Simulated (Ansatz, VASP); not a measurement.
**One calculation of Mg, two programs**

```
CELL_PARAMETERS angstrom
0.00000 2.28914 2.24426
2.28914 0.00000 2.24426
2.28914 2.28914 0.00000
ATOMIC_POSITIONS crystal
Mg 0.00000 0.00000 0.00000
```

Change from the starting cell: equal xx and yy strain of +2 %, crystal datasets.

Alike in both runs: task electric field gradients; functional LDA; k mesh 16 × 16 × 16; occupations fermi-dirac, width 0.03 eV; no spin polarisation.

|  | VASP | Ansatz |
| --- | --- | --- |
| version | VASP 6.6.1 | Ansatz 0.2.0 |
| potentials or method | VASP PAW LDA potentials, release 64 (Mg), cutoff 520 eV | all-electron PAW with datasets made for the crystal, scalar-relativistic |

Ansatz gave:

```
pressure (GPa)                                                : -2.6
traceless stress, the component that is largest in VASP (GPa) : -0.12
size of Vzz on the site where it differs most (V/Å²)          : 0.9
```

Q: Which values does VASP return?

A: Pressure (GPa): -2.9; traceless stress, the component that is largest in VASP (GPa): -0.12; size of Vzz on the site where it differs most (V/Å²): 0.8.

LDA's correlation is that of Perdew and Zunger in VASP and of Perdew and Wang (1992) in Ansatz. Ansatz ran all-electron here, and VASP with PAW potentials.
